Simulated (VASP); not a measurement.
# TiAl (Pmmm) in VASP: single point with LDA

Aim: the single point of TiAl with LDA.

Everything below comes from runs of VASP 6.6.1. Logs are shortened: lines on timing, memory, paths and dates and some standing lists are left out, and cuts for length are marked.

### Step 1. The cell of the first run

The structure is orthorhombic, space group Pmmm (No. 47). The conventional cell has a = 2.780 Å, b = 2.952 Å, c = 3.124 Å, α = 90.00°, β = 90.00°, γ = 90.00°. Ti (site symmetry mmm) has 8 Al at 2.56 Å and 6 Ti at 2.78 to 3.12 Å within 3.4 Å. Within 3.4 Å of Al (site symmetry mmm) lie 8 Ti at 2.56 Å and 6 Al at 2.78 to 3.12 Å.

### Step 2. Single point, LDA (normal strain along x -0.1100, normal strain along y -0.0550)

File INCAR:

```
SYSTEM = TiAl
PREC = Accurate
ENCUT = 520
EDIFF = 1E-6
ISMEAR = 0
SIGMA = 0.15
LREAL = .False.
LASPH = .True.
NELM = 80
ALGO = Fast
ISIF = 2
LWAVE = .False.
LCHARG = .True.
LELF = .True.
LVHAR = .True.
NBANDS = 14
```

File KPOINTS:

```
Automatic mesh
0
Gamma
  14 14 14
  0 0 0
```

File POSCAR:

```
TiAl
1.0
    2.7804367431      0.0000000000      0.0000000000
    0.0000000000      2.9522614856      0.0000000000
    0.0000000000      0.0000000000      3.1240862282
Ti Al
1 1
Direct
    0.0000000000      0.0000000000      0.0000000000
    0.5000000000      0.5000000000      0.5000000000
```

Potentials or basis: VASP PAW LDA potentials, release 64 (Ti_sv, Al).

Run with:

```
$ cat potpaw_LDA.64/Ti_sv/POTCAR potpaw_LDA.64/Al/POTCAR > POTCAR
$ mpirun -np 1 vasp_std > vasp.out
```

OUTCAR:

```text
SYSTEM = TiAl
   PREC = Accurate
   ENCUT = 520
   EDIFF = 1E-6
   ISMEAR = 0
   LREAL = .False.
   LASPH = .True.
   NELM = 80
   ISIF = 2

 ion  position               nearest neighbor table
   1  0.000  0.000  0.000-   2 2.56   2 2.56   2 2.56   2 2.56   2 2.56   2 2.56   2 2.56   2 2.56

   2  0.500  0.500  0.500-   1 2.56   1 2.56   1 2.56   1 2.56   1 2.56   1 2.56   1 2.56   1 2.56

  LATTYP: Found a simple orthorhombic cell.
 ALAT       =     2.7804367431
 B/A-ratio  =     1.0617977528
 C/A-ratio  =     1.1235955056

  Lattice vectors:

 A1 = (   2.7804367431,   0.0000000000,   0.0000000000)
 A2 = (   0.0000000000,   2.9522614856,   0.0000000000)
 A3 = (   0.0000000000,   0.0000000000,   3.1240862282)

Analysis of symmetry for initial positions (statically):
=====================================================================
 Subroutine PRICEL returns:
 Original cell was already a primitive cell.

 Routine SETGRP: Setting up the symmetry group for a
 simple orthorhombic supercell.

 Subroutine GETGRP returns: Found  8 space group operations
 (whereof  8 operations were pure point group operations)
 out of a pool of  8 trial point group operations.

The static configuration has the point symmetry D_2h.

Analysis of symmetry for dynamics (positions and initial velocities):
=====================================================================
 Subroutine PRICEL returns:
 Original cell was already a primitive cell.

 Routine SETGRP: Setting up the symmetry group for a
 simple orthorhombic supercell.

 Subroutine GETGRP returns: Found  8 space group operations
 (whereof  8 operations were pure point group operations)
 out of a pool of  8 trial point group operations.

The dynamic configuration has the point symmetry D_2h.

 Subroutine INISYM returns: Found  8 space group operations
 (whereof  8 operations are pure point group operations),
 and found     1 'primitive' translations

----------------------------------------------------------------------------------------

                                     Primitive cell

  volume of cell :      25.6443

  direct lattice vectors                    reciprocal lattice vectors
     2.780436743  0.000000000  0.000000000     0.359655728  0.000000000  0.000000000
     0.000000000  2.952261486  0.000000000     0.000000000  0.338723384  0.000000000
     0.000000000  0.000000000  3.124086228     0.000000000  0.000000000  0.320093598

  length of vectors
     2.780436743  2.952261486  3.124086228     0.359655728  0.338723384  0.320093598

  position of ions in fractional coordinates (direct lattice)
     0.000000000  0.000000000  0.000000000
     0.500000000  0.500000000  0.500000000

  ion indices of the primitive-cell ions
   primitive index   ion index
                 1           1
                 2           2

----------------------------------------------------------------------------------------

 KPOINTS: Automatic mesh

Automatic generation of k-mesh.
 Grid dimensions read from file:
 generate k-points for:   14   14   14

 Generating k-lattice:

  Cartesian coordinates                     Fractional coordinates (reciprocal lattice)
     0.025689695  0.000000000  0.000000000     0.071428571  0.000000000  0.000000000
     0.000000000  0.024194527  0.000000000     0.000000000  0.071428571  0.000000000
     0.000000000  0.000000000  0.022863828     0.000000000  0.000000000  0.071428571

  Length of vectors
     0.025689695  0.024194527  0.022863828

  Shift w.r.t. Gamma in fractional coordinates (k-lattice)
     0.000000000  0.000000000  0.000000000

 Subroutine IBZKPT returns following result:
 ===========================================

 Found    512 irreducible k-points:

 Following reciprocal coordinates:
            Coordinates               Weight
  0.000000  0.000000  0.000000      1.000000
  0.071429  0.000000  0.000000      2.000000
  0.142857  0.000000  0.000000      2.000000
  0.214286  0.000000  0.000000      2.000000
  0.285714  0.000000  0.000000      2.000000
  0.357143  0.000000  0.000000      2.000000
[... 16 lines left out ...]
  0.428571  0.142857  0.000000      4.000000
  0.500000  0.142857  0.000000      2.000000
 [... further k-points ...]
   k-points           NKPTS =    512   k-points in BZ     NKDIM =    512   number of bands    NBANDS=     14
   number of dos      NEDOS =    301   number of ions     NIONS =      2
   total plane-waves  NPLWV =  13824
   dimension x,y,z NGX =    24 NGY =   24 NGZ =   24
   dimension x,y,z NGXF=    48 NGYF=   48 NGZF=   48
   ions per type =               1   1
   NGX,Y,Z   is equivalent  to a cutoff of  14.35, 13.51, 12.77 a.u.
   NGXF,Y,Z  is equivalent  to a cutoff of  28.70, 27.03, 25.54 a.u.
 SYSTEM =  TiAl
   PREC   = accura    normal or accurate (medium, high low for compatibility)
   ISTART =      0    job   : 0-new  1-cont  2-samecut
   ICHARG =      2    charge: 1-file 2-atom 10-const
   ISPIN  =      1    spin polarized calculation?
   LNONCOLLINEAR =      F non collinear calculations
   LSORBIT =      F    spin-orbit coupling
   LASPH  =      T    aspherical Exc in radial PAW
   ENCUT  =  520.0 eV  38.22 Ry    6.18 a.u.   5.17  5.49  5.81*2*pi/ulx,y,z
   NELM   =     80;   NELMIN=  2; NELMDL= -5     # of ELM steps
   EDIFF  = 0.1E-05   stopping-criterion for ELM
   LREAL  =      F    real-space projection
   EDIFFG = 0.1E-04   stopping-criterion for IOM
   NSW    =      0    number of steps for IOM
   IBRION =     -1    ionic relax: 0-MD 1-quasi-New 2-CG
   NFREE  =      0    steps in history (QN), initial steepest desc. (CG)
   ISIF   =      2    stress and relaxation
   ISYM   =      2    0-nonsym 1-usesym 2-fastsym
   POTIM  = 0.5000    time-step for ionic-motion
   TEBEG  =    0.0;   TEEND  =   0.0 temperature during run
   PSTRESS=    0.0 pullay stress
   NELECT =      15.0000    total number of electrons
   NUPDOWN=      -1.0000    fix difference up-down
   EMIN   =  10.00;   EMAX   =-10.00  energy-range for DOS
   EFERMI =   0.00;   METHOD = LEGACY
   ISMEAR =     0;   SIGMA  =   0.15  broadening in eV -4-tet -1-fermi 0-gaus
   EFERMI_NEDOS =   21; number of points for ismear=-14 and -15
   IALGO  =     68    algorithm
   IMIX   =      4    mixing-type and parameters
     AMIX     =   0.40;   BMIX     =  1.00
     AMIX_MAG =   1.60;   BMIX_MAG =  1.00
  volume/ion in A,a.u.               =      12.82        86.53
  Fermi-wavevector in a.u.,A,eV,Ry     =   1.369120  2.587262 25.503993  1.874491
  Thomas-Fermi vector in A             =   2.495024
   LORBIT       =      0    0 simple, 1 ext, 2 COOP (PROOUT), +10 PAW based schemes
   GGA     = CA    functional components
   LHFCALC =     F    Hartree Fock is set to
   AEXX    =    0.0000 exact exchange contribution
   IVDW    =     0    specifies the selected vdW correction
   LEPSILON=     F    determine dielectric tensor
   LRPA    =     F    only Hartree local field effects (RPA)
 non-spin polarized calculation
 RMM-DIIS sequential band-by-band and
 Gauss-broadening in eV      SIGMA  =   0.15
  energy-cutoff  :      520.00
  volume of cell :       25.64
 maximum number of plane-waves:       712
 NGX is ok and might be reduce to    24
   NGX = 11   NGY = 11   NGZ = 11

 number of electron      14.9999999 magnetization

 Free energy of the ion-electron system (eV)
  ---------------------------------------------------
  ext. energy  EPLUGINS =         0.00000000
  ---------------------------------------------------
  free energy    TOTEN  =       -12.93087897 eV

  energy without entropy =      -12.90843427  energy(sigma->0) =      -12.91965662

 E-fermi :  11.0303     XC(G=0): -12.3321

 val. band max:       11.0300543964   @ k =   0.3571   0.4286   0.0000
 cond. band min:      11.0316715456   @ k =   0.2857   0.5000   0.0714
 fundamental gap:      0.0016171492
 Fermi energy:        11.0303354594

 k-point     1 :       0.0000    0.0000    0.0000
  band No.  band energies     occupation
      1     -44.6306      2.00000
      2     -21.2817      2.00000
      3     -21.1784      2.00000
      4     -21.0146      2.00000
      5       0.9411      2.00000
      6       8.8871      2.00000
      7       9.2387      2.00000
      8      13.0536      0.00000
      9      13.5341      0.00000
     10      13.8368      0.00000
     11      15.0899      0.00000
     12      16.7334      0.00000
     13      18.7651      0.00000
     14      21.0404      0.00000

 k-point     2 :       0.0714    0.0000    0.0000
  band No.  band energies     occupation
      1     -44.6267      2.00000
      2     -21.2783      2.00000
      3     -21.1753      2.00000
      4     -21.0469      2.00000
      5       1.0517      2.00000
      6       8.9472      2.00000
      7       9.2682      2.00000
      8      13.0754      0.00000
      9      13.1576      0.00000
     10      13.6052      0.00000
     11      15.5048      0.00000
     12      17.0041      0.00000
     13      18.0449      0.00000
     14      21.6039      0.00000

 k-point     3 :       0.1429    0.0000    0.0000
  band No.  band energies     occupation
      1     -44.6157      2.00000
      2     -21.2690      2.00000
      3     -21.1666      2.00000
      4     -21.1367      2.00000
      5       1.3779      2.00000
      6       9.1130      2.00000
      7       9.3092      2.00000
      8      12.4900      0.00000
      9      13.0901      0.00000
     10      13.1374      0.00000
     11      16.2962      0.00000
     12      16.8626      0.00000
     13      17.6451      0.00000
     14      20.8555      0.00000
[... 324 lines left out ...]
 k-point    23 :       0.4286    0.1429    0.0000
  band No.  band energies     occupation
      1     -44.5473      2.00000
      2     -21.6013      2.00000
      3     -21.2099      2.00000
      4     -21.1875      2.00000
      5       4.7425      2.00000
      6       6.8885      2.00000
      7      10.4017      2.00000
      8      10.7131      1.99722
      9      11.0886      0.58273
     10      12.9709      0.00000
     11      15.7644      0.00000
     12      18.5291      0.00000
     13      19.8995      0.00000
     14      20.7027      0.00000

 k-point    24 :       0.5000    0.1429    0.0000
  band No.  band energies     occupation
      1     -44.5434      2.00000
      2     -21.6311      2.00000
      3     -21.2065      2.00000
      4     -21.1840      2.00000
      5       5.7006      2.00000
      6       5.8898      2.00000
      7      10.6266      1.99986
      8      10.6636      1.99946
      9      10.8450      1.91937
     10      13.0021      0.00000
     11      15.8719      0.00000
     12      18.4236      0.00000
     13      20.3418      0.00000
     14      21.4397      0.00000

 [... further k-points ...]
[... 5 lines left out ...]
  --------------------------------------------------------------------------------------
  -------------------------------------------------------------------------------------
  Total        4.8841226      4.3241098      5.6989024      0.0000000      0.0000000      0.0000000
  in kB      305.1450199    270.1571354    356.0499665      0.0000000      0.0000000      0.0000000
  external PRESSURE =     310.4507073 kB  Pullay stress =       0.0000000 kB

 VOLUME and BASIS-vectors are now :
 -----------------------------------------------------------------------------
  energy-cutoff  :      520.00
  volume of cell :       25.64
      direct lattice vectors                 reciprocal lattice vectors
     2.780436743  0.000000000  0.000000000     0.359655728  0.000000000  0.000000000
     0.000000000  2.952261486  0.000000000     0.000000000  0.338723384  0.000000000
     0.000000000  0.000000000  3.124086228     0.000000000  0.000000000  0.320093598

 POSITION                                       TOTAL-FORCE (eV/Angst)
 -----------------------------------------------------------------------------------
      0.00000      0.00000      0.00000         0.000000      0.000000      0.000000
      1.39022      1.47613      1.56204         0.000000      0.000000      0.000000
 -----------------------------------------------------------------------------------
    total drift:                                0.000000      0.000000      0.000000

  FREE ENERGIE OF THE ION-ELECTRON SYSTEM (eV)
  ---------------------------------------------------
  free  energy   TOTEN  =       -12.9308789731 eV

  energy  without entropy=      -12.9084342708  energy(sigma->0) =      -12.91965662
```

Wall time 93 s (1 thread of Intel Xeon 6975P-C (Granite Rapids), shared host); peak memory 0.29 GiB.

Results:

```yaml
Free_energy: -12.9309 eV
Pressure: 31.0 GPa
```

Caveat: the cell differs from its parent crystal (normal strain along x -0.1100, normal strain along y -0.0550).
